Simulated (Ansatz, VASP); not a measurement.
# Two plane-wave programs on PbSe

```xyz
2
Lattice="0.0000 3.1300 3.1300 3.1300 0.0000 3.1300 3.1300 3.1300 0.0000" Properties=species:S:1:pos:R:3 pbc="T T T"
Pb    0.0000    0.0000    0.0000
Se    3.1300    3.1300    3.1300
```

Alike in both runs: functional r2SCAN; k mesh 8 × 8 × 8; occupations fermi-dirac, width 0.02 eV; no spin polarisation.

Ansatz relaxed the structure, and its values are those at the end. VASP's run is a single point on that final structure, the one shown.

|  | VASP | Ansatz |
| --- | --- | --- |
| version | VASP 6.6.1 | Ansatz 0.2.0 |
| potentials or method | VASP PAW PBE potentials, release 64 (Pb_d, Se), cutoff 520 eV | PAW plane waves |
| valence electrons in the cell | 20 | 30 |

|  | VASP | Ansatz | Ansatz less VASP |
| --- | --- | --- | --- |
| gap on the k mesh at the Fermi level (eV) | 0.79 | 0.79 | +0.002 |
| pressure (GPa) | -1.9 | -1.9 | 0.00 |

VASP's potentials were made for PBE, not for r2SCAN. VASP's potentials hold 20 valence electrons a cell and Ansatz's 30, so a difference there can come from the potentials and not from the codes. Ansatz's warnings: stress scf threshold loose.

Spin-orbit coupling is off throughout.
